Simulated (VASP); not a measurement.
Crystal: Si3N4.

```
Si N
1.0
     4.13078    0.00000    0.00000
     0.00000    4.13078    0.00000
     0.00000    0.00000    4.13078
Si N
3 4
Cartesian
  0.0000 0.0000 2.0654
  2.0654 0.0000 0.0000
  0.0000 2.0654 0.0000
  0.9894 0.9894 3.1414
  3.1414 3.1414 3.1414
  0.9894 3.1414 0.9894
  3.1414 0.9894 0.9894
```

| Property | Result |
| --- | --- |
| Program | VASP 6.6.1 |
| Task | relaxation of cell and atoms |
| Functional | r2SCAN |
| Dispersion | rVV10 |
| Potentials or basis | VASP PAW PBE potentials, release 64 (Si, N) |
| Cutoff | 600 eV |
| k mesh | 7 × 7 × 7 |
| Occupations | fermi-dirac, width 0.05 eV |
| Spin | no spin polarisation |

At the start: pressure -6.5 GPa; volume 10.07 Å³/atom.

Q: How do energy, volume and symmetry change on relaxing?

A: Over 6 steps the energy falls by 5.4 meV/atom and the volume is 9.81 Å³/atom (-2.5 %); space group P-43m (No. 215, to 0.1 Å) before and after.

The path:
```tsv
step	energy change (eV)	largest force (eV/Å)	pressure (GPa)	volume (Å³)
1	0.0000	0.2524	-6.52	70.48
2	0.0514	0.5977	10.84	66.39
3	-0.0370	0.0623	-0.20	68.84
4	-0.0370	0.0686	-0.07	68.80
5	-0.0375	0.0184	0.02	68.72
6	-0.0375	0.0021	0.05	68.69
```

Final structure:
```cif
data_structure
_symmetry_space_group_name_H-M 'P 1'
_symmetry_Int_Tables_number 1
_cell_length_a 4.0954
_cell_length_b 4.0954
_cell_length_c 4.0954
_cell_angle_alpha 90.000
_cell_angle_beta 90.000
_cell_angle_gamma 90.000
_cell_volume 68.69
loop_
_atom_site_label
_atom_site_type_symbol
_atom_site_fract_x
_atom_site_fract_y
_atom_site_fract_z
_atom_site_occupancy
Si1 Si 0.00000 0.00000 0.50000 1
Si2 Si 0.50000 0.00000 0.00000 1
Si3 Si 0.00000 0.50000 0.00000 1
N1 N 0.23937 0.23937 0.76063 1
N2 N 0.76063 0.76063 0.76063 1
N3 N 0.23937 0.76063 0.23937 1
N4 N 0.76063 0.23937 0.23937 1
```

Caveat: the PAW data sets were made with another functional, which shifts forces and pressure a little.
